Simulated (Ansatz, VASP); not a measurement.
One calculation of Y2Zn, two programs

```
Y Zn
1.0
     4.94296    0.00000    0.00000
     0.00000    4.94296    0.00000
     0.00000    0.00000    7.12923
Y Zn
4 2
Direct
  0.00000 0.50000 0.19781
  0.00000 0.50000 0.69781
  0.50000 0.00000 0.30219
  0.50000 0.00000 0.80219
  0.00000 0.00000 0.00000
  0.50000 0.50000 0.50000
```

Alike in both runs: functional PBE; k mesh 4 × 4 × 4; occupations gaussian, width 0.1 eV; no spin polarisation.

Ansatz relaxed the structure, and its values are those at the end. VASP's run is a single point on that final structure, the one shown.

```csv
,VASP,Ansatz
version,VASP 6.6.1,Ansatz 0.2.0
potentials or method,"VASP PAW PBE potentials, release 64 (Y_sv, Zn), cutoff 500 eV","scalar-relativistic, plane waves, PAW"
valence electrons in the cell,68,68
```

|  | VASP | Ansatz | Ansatz less VASP |
| --- | --- | --- | --- |
| gap on the k mesh at the Fermi level (eV) | none | none | - |
| pressure (GPa) | 0.0 | 0.1 | +0.02 |

A gap of «none» marks a metal or a gap that the smearing closes. With one functional, cell and mesh, what is left measures potentials, basis and numerics.
